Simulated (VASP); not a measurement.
As2H: single point with PBE+D3(BJ)

The system is As2H, a slab with vacuum.

```
As H
1.0
     3.57134    0.00000    0.00000
    -1.78567    3.09287    0.00000
     0.00000    0.00000   18.39764
As H
2 1
Direct
  0.33333 0.66667 0.29339
  0.66667 0.33333 0.21742
  0.66667 0.66667 0.35644
```

```json
{
 "Program": "VASP 6.6.1",
 "Task": "single point",
 "Functional": "PBE",
 "Dispersion": "D3(BJ)",
 "Potentials or basis": "VASP PAW PBE potentials, release 64 (As, H)",
 "Cutoff": "520 eV",
 "k mesh": "9 × 9 × 1",
 "Occupations": "gaussian, width 0.05 eV",
 "Spin": "collinear spin, ferromagnetic start",
 "Starting moments": "[0.0, 0.0, 1.0] μB"
}
```

| Item | Value |
| --- | --- |
| Largest force | 1.181 eV/Å |
| Net moment | 0.16 μB per cell |
| Site moments | As +0.02, +0.04; H +0.02 μB |
| Valence electrons inside the program's atomic spheres | As 2.75, 2.71; H 0.50 |
| Dispersion energy per atom | -0.166 eV |

Forces in eV/Å, atoms in the order of the input:
```
As   0.787  0.225  0.740
As  -0.635 -0.654 -0.752
H   -0.152  0.429  0.011
```

Levels at points of the mesh, in eV from the Fermi level:
Spin up:
| k point | band 2 | band 3 | band 4 | band 5 | band 6 | band 7 | band 8 | band 9 | band 10 | band 11 |
| --- | --- | --- | --- | --- | --- | --- | --- | --- | --- | --- |
| (0.00, 0.00, 0.00) | -9.21 | -3.56 | -1.17 | -1.02 | 0.54 | 1.97 | 2.48 | 3.38 | 4.04 | 4.77 |
Spin down:
```csv
k point,band 2,band 3,band 4,band 5,band 6,band 7,band 8,band 9
"(0.00, 0.00, 0.00)",-9.15,-3.48,-1.13,-0.99,0.61,2.04,2.52,3.43
```

Wall time 8 min on 1 thread of AMD EPYC 7R43 64-Core Processor (Zen 3) (shared host), peak memory 0.48 GiB.
